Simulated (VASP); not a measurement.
# Ti3C2 (P6_3/mmc) in VASP: notebook

Ti3C2 is run at these levels: LDA; tasks: single point.

All numbers are computed with VASP 6.6.1; they aren't measurements. Logs are shortened: lines on timing, memory, paths and dates and some standing lists are left out, and cuts for length are marked.

**1. The cell of the first run**

It takes space group P6_3/mmc (No. 194, hexagonal). Conventional cell: a = 2.974 Å, b = 2.974 Å, c = 14.508 Å, α = 90.00°, β = 90.00°, γ = 120.00°. Ti (site symmetry 3m) has 3 C at 2.02 Å and 1 Ti at 2.60 Å within 2.7 Å. Within 3.0 Å of Ti (site symmetry -3m) lie 6 C at 2.13 Å and 12 Ti at 2.89 to 2.97 Å. Within 2.7 Å of C (site symmetry 3m) lie 6 Ti at 2.02 to 2.13 Å.

**2. Single point, LDA**

Contents of INCAR:

```
ALGO = Normal
EDIFF = 1E-6
ENCUT = 520
GGA = CA
ISIF = 2
ISMEAR = -1
LASPH = True
LCHARG = False
LREAL = False
LWAVE = False
NBANDS = 55
NELM = 60
PREC = Accurate
SIGMA = 0.3
```

Contents of KPOINTS:

```
k-points
0
Gamma
  8 8 2
```

Contents of POSCAR:

```
Ti3C2
1.0
    2.9743320487     -0.0000002800      0.0000000000
   -1.4871657819      2.5758472534      0.0000000000
    0.0000000000      0.0000000000     14.5083476013
Ti C
6 4
Direct
    0.3333333333      0.6666666667      0.8395628959
    0.6666666667      0.3333333333      0.3395628959
    0.6666666667      0.3333333333      0.1604371041
    0.3333333333      0.6666666667      0.6604371041
    0.0000000000      0.0000000000      0.0000000000
    0.0000000000      0.0000000000      0.5000000000
    0.6666666667      0.3333333333      0.9129470720
    0.3333333333      0.6666666667      0.4129470720
    0.6666666667      0.3333333333      0.5870529280
    0.3333333333      0.6666666667      0.0870529280
```

Potentials or basis: VASP PAW LDA potentials, release 64 (Ti_sv, C).

Command:

```sh
cat potpaw_LDA.64/Ti_sv/POTCAR potpaw_LDA.64/C/POTCAR > POTCAR
mpirun -np 1 vasp_std > vasp.out
```

OUTCAR:

```text
EDIFF = 1E-6
   ENCUT = 520
   GGA = CA
   ISIF = 2
   ISMEAR = -1
   LASPH = True
   LREAL = False
   NELM = 60
   PREC = Accurate

 ion  position               nearest neighbor table
   1  0.333  0.667  0.840-   7 2.02   7 2.02   7 2.02   4 2.60   5 2.89   5 2.89   5 2.89
   2  0.667  0.333  0.340-   8 2.02   8 2.02   8 2.02   3 2.60   6 2.89   6 2.89   6 2.89
   3  0.667  0.333  0.160-  10 2.02  10 2.02  10 2.02   2 2.60   5 2.89   5 2.89   5 2.89
   4  0.333  0.667  0.660-   9 2.02   9 2.02   9 2.02   1 2.60   6 2.89   6 2.89   6 2.89
   5  0.000  0.000  0.000-   7 2.13  10 2.13  10 2.13   7 2.13   7 2.13  10 2.13   1 2.89   3 2.89
                             1 2.89   3 2.89   1 2.89   3 2.89
   6  0.000  0.000  0.500-   8 2.13   9 2.13   8 2.13   9 2.13   9 2.13   8 2.13   2 2.89   4 2.89
                             4 2.89   2 2.89   4 2.89   2 2.89
   7  0.667  0.333  0.913-   1 2.02   1 2.02   1 2.02   5 2.13   5 2.13   5 2.13
   8  0.333  0.667  0.413-   2 2.02   2 2.02   2 2.02   6 2.13   6 2.13   6 2.13
   9  0.667  0.333  0.587-   4 2.02   4 2.02   4 2.02   6 2.13   6 2.13   6 2.13
  10  0.333  0.667  0.087-   3 2.02   3 2.02   3 2.02   5 2.13   5 2.13   5 2.13

  LATTYP: Found a hexagonal cell.
 ALAT       =     2.9743320487
 C/A-ratio  =     4.8778506783

  Lattice vectors:

 A1 = (   2.9743320487,  -0.0000002800,   0.0000000000)
 A2 = (  -1.4871657819,   2.5758472534,   0.0000000000)
 A3 = (   0.0000000000,   0.0000000000,  14.5083476013)

Analysis of symmetry for initial positions (statically):
=====================================================================
 Subroutine PRICEL returns:
 Original cell was already a primitive cell.

 Routine SETGRP: Setting up the symmetry group for a
 hexagonal supercell.

 Subroutine GETGRP returns: Found 24 space group operations
 (whereof 12 operations were pure point group operations)
 out of a pool of 24 trial point group operations.

The static configuration has the point symmetry D_3d.
 The point group associated with its full space group is D_6h.

Analysis of symmetry for dynamics (positions and initial velocities):
=====================================================================
 Subroutine PRICEL returns:
 Original cell was already a primitive cell.

 Routine SETGRP: Setting up the symmetry group for a
 hexagonal supercell.

 Subroutine GETGRP returns: Found 24 space group operations
 (whereof 12 operations were pure point group operations)
 out of a pool of 24 trial point group operations.

The dynamic configuration has the point symmetry D_3d.
 The point group associated with its full space group is D_6h.

 Subroutine INISYM returns: Found 24 space group operations
 (whereof 12 operations are pure point group operations),
 and found     1 'primitive' translations

----------------------------------------------------------------------------------------

                                     Primitive cell

  volume of cell :     111.1546

  direct lattice vectors                    reciprocal lattice vectors
     2.974332049 -0.000000280  0.000000000     0.336209958  0.194110868  0.000000000
    -1.487165782  2.575847253  0.000000000     0.000000037  0.388221799  0.000000000
     0.000000000  0.000000000 14.508347601     0.000000000  0.000000000  0.068925837

  length of vectors
     2.974332049  2.974332049 14.508347601     0.388221799  0.388221799  0.068925837

  position of ions in fractional coordinates (direct lattice)
     0.333333333  0.666666667  0.839562896
     0.666666667  0.333333333  0.339562896
     0.666666667  0.333333333  0.160437104
     0.333333333  0.666666667  0.660437104
     0.000000000  0.000000000  0.000000000
     0.000000000  0.000000000  0.500000000
     0.666666667  0.333333333  0.912947072
     0.333333333  0.666666667  0.412947072
     0.666666667  0.333333333  0.587052928
     0.333333333  0.666666667  0.087052928

  ion indices of the primitive-cell ions
   primitive index   ion index
                 1           1
                 2           2
                 3           3
                 4           4
                 5           5
                 6           6
                 7           7
                 8           8
                 9           9
                10          10

----------------------------------------------------------------------------------------

 KPOINTS: k-points

Automatic generation of k-mesh.
 Grid dimensions read from file:
 generate k-points for:    8    8    2

 Generating k-lattice:

  Cartesian coordinates                     Fractional coordinates (reciprocal lattice)
     0.042026245  0.024263858  0.000000000     0.125000000  0.000000000  0.000000000
     0.000000005  0.048527725  0.000000000     0.000000000  0.125000000  0.000000000
     0.000000000  0.000000000  0.034462918     0.000000000  0.000000000  0.500000000

  Length of vectors
     0.048527725  0.048527725  0.034462918

  Shift w.r.t. Gamma in fractional coordinates (k-lattice)
     0.000000000  0.000000000  0.000000000

 Subroutine IBZKPT returns following result:
 ===========================================

 Found     20 irreducible k-points:

 Following reciprocal coordinates:
            Coordinates               Weight
  0.000000  0.000000  0.000000      1.000000
  0.125000  0.000000  0.000000      6.000000
  0.250000  0.000000  0.000000      6.000000
  0.375000  0.000000  0.000000      6.000000
  0.500000  0.000000  0.000000      3.000000
  0.125000  0.125000  0.000000      6.000000
[... 12 lines left out ...]
  0.250000  0.250000  0.500000      6.000000
  0.375000  0.250000  0.500000      6.000000
   k-points           NKPTS =     20   k-points in BZ     NKDIM =     20   number of bands    NBANDS=     55
   number of dos      NEDOS =    301   number of ions     NIONS =     10
   total plane-waves  NPLWV =  62208
   dimension x,y,z NGX =    24 NGY =   24 NGZ =  108
   dimension x,y,z NGXF=    48 NGYF=   48 NGZF=  216
   ions per type =               6   4
   NGX,Y,Z   is equivalent  to a cutoff of  13.41, 13.41, 12.38 a.u.
   NGXF,Y,Z  is equivalent  to a cutoff of  26.83, 26.83, 24.75 a.u.
 SYSTEM =  unknown system
   PREC   = accura    normal or accurate (medium, high low for compatibility)
   ISTART =      0    job   : 0-new  1-cont  2-samecut
   ICHARG =      2    charge: 1-file 2-atom 10-const
   ISPIN  =      1    spin polarized calculation?
   LNONCOLLINEAR =      F non collinear calculations
   LSORBIT =      F    spin-orbit coupling
   LASPH  =      T    aspherical Exc in radial PAW
   ENCUT  =  520.0 eV  38.22 Ry    6.18 a.u.   5.53  5.53 26.98*2*pi/ulx,y,z
   NELM   =     60;   NELMIN=  2; NELMDL= -5     # of ELM steps
   EDIFF  = 0.1E-05   stopping-criterion for ELM
   LREAL  =      F    real-space projection
[... 7 lines left out ...]
   TEBEG  =    0.0;   TEEND  =   0.0 temperature during run
   PSTRESS=    0.0 pullay stress
   NELECT =      88.0000    total number of electrons
   NUPDOWN=      -1.0000    fix difference up-down
   EMIN   =  10.00;   EMAX   =-10.00  energy-range for DOS
   EFERMI =   0.00;   METHOD = LEGACY
   ISMEAR =    -1;   SIGMA  =   0.30  broadening in eV -4-tet -1-fermi 0-gaus
   EFERMI_NEDOS =   21; number of points for ismear=-14 and -15
   IALGO  =     38    algorithm
   IMIX   =      4    mixing-type and parameters
     AMIX     =   0.40;   BMIX     =  1.00
     AMIX_MAG =   1.60;   BMIX_MAG =  1.00
  volume/ion in A,a.u.               =      11.12        75.01
  Fermi-wavevector in a.u.,A,eV,Ry     =   1.514467  2.861928 31.206474  2.293611
  Thomas-Fermi vector in A             =   2.624121
   LORBIT       =      0    0 simple, 1 ext, 2 COOP (PROOUT), +10 PAW based schemes
   GGA     = CA    functional components
   LHFCALC =     F    Hartree Fock is set to
   AEXX    =    0.0000 exact exchange contribution
   IVDW    =     0    specifies the selected vdW correction
   LEPSILON=     F    determine dielectric tensor
   LRPA    =     F    only Hartree local field effects (RPA)
 non-spin polarized calculation
  energy-cutoff  :      520.00
  volume of cell :      111.15
 maximum number of plane-waves:      3042
 NGX is ok and might be reduce to    24
   NGX = 11   NGY = 11   NGZ = 53

 number of electron      88.0000015 magnetization

 Free energy of the ion-electron system (eV)
  ---------------------------------------------------
  ext. energy  EPLUGINS =         0.00000000
  ---------------------------------------------------
  free energy    TOTEN  =       -99.94436047 eV

  energy without entropy =      -98.68786653  energy(sigma->0) =      -99.31611350

 E-fermi :   9.4159     XC(G=0): -12.7298

 val. band max:        9.3996371541   @ k =   0.1250   0.1250   0.0000
 cond. band min:       9.5097524169   @ k =   0.1250   0.0000   0.0000
 fundamental gap:      0.1101152628
 Fermi energy:         9.4159152606

 k-point     1 :       0.0000    0.0000    0.0000
  band No.  band energies     occupation
      1     -46.4365      2.00000
      2     -46.4187      2.00000
      3     -46.3715      2.00000
      4     -46.3420      2.00000
      5     -46.2476      2.00000
      6     -46.2359      2.00000
[... 47 lines left out ...]
     54      11.4552      0.00223
     55      11.6564      0.00114

 k-point     2 :       0.1250    0.0000    0.0000
  band No.  band energies     occupation
      1     -46.4235      2.00000
      2     -46.4079      2.00000
      3     -46.3579      2.00000
      4     -46.3315      2.00000
      5     -46.2387      2.00000
      6     -46.2281      2.00000
[... 47 lines left out ...]
     54      11.3211      0.00348
     55      11.7586      0.00081
[... 984 lines left out ...]
     54      12.3985      0.00010
     55      12.8929      0.00002

 k-point    20 :       0.3750    0.2500    0.5000
  band No.  band energies     occupation
      1     -46.3365      2.00000
      2     -46.3365      2.00000
      3     -46.2626      2.00000
      4     -46.2626      2.00000
      5     -46.1817      2.00000
      6     -46.1817      2.00000
[... 47 lines left out ...]
     54      12.4557      0.00008
     55      12.6846      0.00004

------------------------ aborting loop because EDIFF is reached ----------------------------------------

  FORCE on cell =-STRESS in cart. coord.  units (eV):
  Direction    XX          YY          ZZ          XY          YZ          ZX
  --------------------------------------------------------------------------------------
  -------------------------------------------------------------------------------------
  Total        7.0899882      7.0899882      7.1156278     -0.0000000      0.0000000      0.0000000
  in kB      102.1947557    102.1947557    102.5643232     -0.0000000      0.0000000      0.0000000
  external PRESSURE =     102.3179448 kB  Pullay stress =       0.0000000 kB

 VOLUME and BASIS-vectors are now :
 -----------------------------------------------------------------------------
  energy-cutoff  :      520.00
  volume of cell :      111.15
      direct lattice vectors                 reciprocal lattice vectors
     2.974332049 -0.000000280  0.000000000     0.336209958  0.194110868  0.000000000
    -1.487165782  2.575847253  0.000000000     0.000000037  0.388221799  0.000000000
     0.000000000  0.000000000 14.508347601     0.000000000  0.000000000  0.068925837

 POSITION                                       TOTAL-FORCE (eV/Angst)
 -----------------------------------------------------------------------------------
      0.00000      1.71723     12.18067         0.000000     -0.000000     -0.020828
      1.48717      0.85862      4.92650        -0.000000      0.000000     -0.020828
      1.48717      0.85862      2.32768        -0.000000      0.000000      0.020828
      0.00000      1.71723      9.58185         0.000000     -0.000000      0.020828
      0.00000      0.00000      0.00000        -0.000000     -0.000000     -0.000000
      0.00000      0.00000      7.25417        -0.000000     -0.000000     -0.000000
      1.48717      0.85862     13.24535        -0.000000     -0.000000      0.002176
      0.00000      1.71723      5.99118        -0.000000     -0.000000      0.002176
      1.48717      0.85862      8.51717        -0.000000     -0.000000     -0.002176
      0.00000      1.71723      1.26299        -0.000000     -0.000000     -0.002176
 -----------------------------------------------------------------------------------
    total drift:                                0.000000     -0.000000      0.000000

  FREE ENERGIE OF THE ION-ELECTRON SYSTEM (eV)
  ---------------------------------------------------
  free  energy   TOTEN  =       -99.9443604710 eV

  energy  without entropy=      -98.6878665326  energy(sigma->0) =      -99.31611350
```

It took 85 s on 1 thread of Intel Xeon 6975P-C (Granite Rapids), shared host; peak memory 0.24 GiB.

Results:

```yaml
Free_energy: -99.9444 eV
Pressure: 10.2 GPa
Largest_force: 0.021 eV/Å
Band_gap_on_the_k_mesh: zero (bands 44 and 45 overlap by 0.42 eV)
```

Forces in eV/Å, atoms in the order of the input:
```
Ti   0.000  0.000 -0.021
Ti   0.000  0.000 -0.021
Ti   0.000  0.000  0.021
Ti   0.000  0.000  0.021
Ti   0.000  0.000  0.000
Ti   0.000  0.000  0.000
C    0.000  0.000  0.002
C    0.000  0.000  0.002
C    0.000  0.000 -0.002
C    0.000  0.000 -0.002
```

Caveat: the cell stands under pressure; so wide a smearing shifts energies and pressures.

**3. Single point, LDA**

This run uses another cell than the first one, of 11.43 Å³/atom.

Contents of INCAR:

```
PREC = Accurate
ENCUT = 520
EDIFF = 1E-6
ISMEAR = -1
SIGMA = 0.3
LREAL = False
LASPH = True
NELM = 60
ALGO = Normal
ISIF = 2
LWAVE = False
LCHARG = False
NBANDS = 55
```

Contents of KPOINTS:

```
regular mesh
0
Gamma
  8 8 2
```

Contents of POSCAR:

```
Ti3C2
1.0
    2.9989767519     -0.0000002823      0.0000000000
   -1.4994881315      2.5971901937      0.0000000000
    0.0000000000      0.0000000000     14.6703778226
Ti C
6 4
Direct
    0.3333333333      0.6666666667      0.8411374415
    0.6666666667      0.3333333333      0.3411374415
    0.6666666667      0.3333333333      0.1588625585
    0.3333333333      0.6666666667      0.6588625585
    0.0000000000      0.0000000000      0.0000000000
    0.0000000000      0.0000000000      0.5000000000
    0.6666666667      0.3333333333      0.9134259137
    0.3333333333      0.6666666667      0.4134259137
    0.6666666667      0.3333333333      0.5865740863
    0.3333333333      0.6666666667      0.0865740863
```

Potentials or basis: VASP PAW LDA potentials, release 64 (Ti_sv, C).

Command:

```sh
cat potpaw_LDA.64/Ti_sv/POTCAR potpaw_LDA.64/C/POTCAR > POTCAR
mpirun -np 1 vasp_std > vasp.out
```

OUTCAR:

```text
PREC = Accurate
   ENCUT = 520
   EDIFF = 1E-6
   ISMEAR = -1
   LREAL = False
   LASPH = True
   NELM = 60
   ISIF = 2

 ion  position               nearest neighbor table
   1  0.333  0.667  0.841-   7 2.03   7 2.03   7 2.03   4 2.67   5 2.90   5 2.90   5 2.90
   2  0.667  0.333  0.341-   8 2.03   8 2.03   8 2.03   3 2.67   6 2.90   6 2.90   6 2.90
   3  0.667  0.333  0.159-  10 2.03  10 2.03  10 2.03   2 2.67   5 2.90   5 2.90   5 2.90
   4  0.333  0.667  0.659-   9 2.03   9 2.03   9 2.03   1 2.67   6 2.90   6 2.90   6 2.90
   5  0.000  0.000  0.000-   7 2.15  10 2.15   7 2.15  10 2.15   7 2.15  10 2.15   1 2.90   3 2.90
                             1 2.90   3 2.90   3 2.90   1 2.90
   6  0.000  0.000  0.500-   8 2.15   9 2.15   9 2.15   8 2.15   9 2.15   8 2.15   2 2.90   4 2.90
[... 1382 lines left out ...]
  energy-cutoff  :      520.00
  volume of cell :      114.27
      direct lattice vectors                 reciprocal lattice vectors
     2.998976752 -0.000000282  0.000000000     0.333447084  0.192515722  0.000000000
    -1.499488131  2.597190194  0.000000000     0.000000036  0.385031507  0.000000000
     0.000000000  0.000000000 14.670377823     0.000000000  0.000000000  0.068164570

 POSITION                                       TOTAL-FORCE (eV/Angst)
 -----------------------------------------------------------------------------------
      0.00000      1.73146     12.33980        -0.000000      0.000000     -0.022620
      1.49949      0.86573      5.00462         0.000000     -0.000000     -0.022620
      1.49949      0.86573      2.33057         0.000000     -0.000000      0.022620
      0.00000      1.73146      9.66576        -0.000000      0.000000      0.022620
      0.00000      0.00000      0.00000         0.000000     -0.000000     -0.000000
      0.00000      0.00000      7.33519         0.000000     -0.000000     -0.000000
      1.49949      0.86573     13.40030         0.000000     -0.000000      0.001394
      0.00000      1.73146      6.06511         0.000000      0.000000      0.001394
      1.49949      0.86573      8.60526         0.000000     -0.000000     -0.001394
      0.00000      1.73146      1.27007         0.000000      0.000000     -0.001394
 -----------------------------------------------------------------------------------
    total drift:                               -0.000000      0.000000     -0.000000

  FREE ENERGIE OF THE ION-ELECTRON SYSTEM (eV)
  ---------------------------------------------------
  free  energy   TOTEN  =      -100.0928491711 eV

  energy  without entropy=      -98.7752045255  energy(sigma->0) =      -99.43402685
```

It took 91 s on 1 thread of Intel Xeon 6975P-C (Granite Rapids), shared host; peak memory 0.24 GiB.

Results:

```
Free energy            : -100.0928 eV
Pressure               : 5.2 GPa
Largest force          : 0.023 eV/Å
Band gap on the k mesh : zero (bands 44 and 45 overlap by 0.38 eV)
```

Forces on the atoms (eV/Å):
```
Ti   0.000  0.000 -0.023
Ti   0.000  0.000 -0.023
Ti   0.000  0.000  0.023
Ti   0.000  0.000  0.023
Ti   0.000  0.000  0.000
Ti   0.000  0.000  0.000
C    0.000  0.000  0.001
C    0.000  0.000  0.001
C    0.000  0.000 -0.001
C    0.000  0.000 -0.001
```

Levels at points of the mesh, in eV from the Fermi level:
| k point | band 42 | band 43 | band 44 | band 45 | band 46 | band 47 |
| --- | --- | --- | --- | --- | --- | --- |
| (0.00, 0.00, 0.00) | -1.48 | 0.26 | 0.53 | 0.53 | 0.66 | 0.71 |
| (0.50, 0.00, 0.00) | -1.64 | -1.09 | -1.06 | 0.50 | 0.83 | 2.15 |
| (0.00, 0.00, 0.50) | -1.59 | 0.46 | 0.46 | 0.61 | 0.61 | 0.61 |
| (0.50, 0.00, 0.50) | -1.73 | -1.07 | -1.07 | 0.66 | 0.66 | 2.27 |

Caveat: the cell stands under pressure; so wide a smearing shifts energies and pressures.
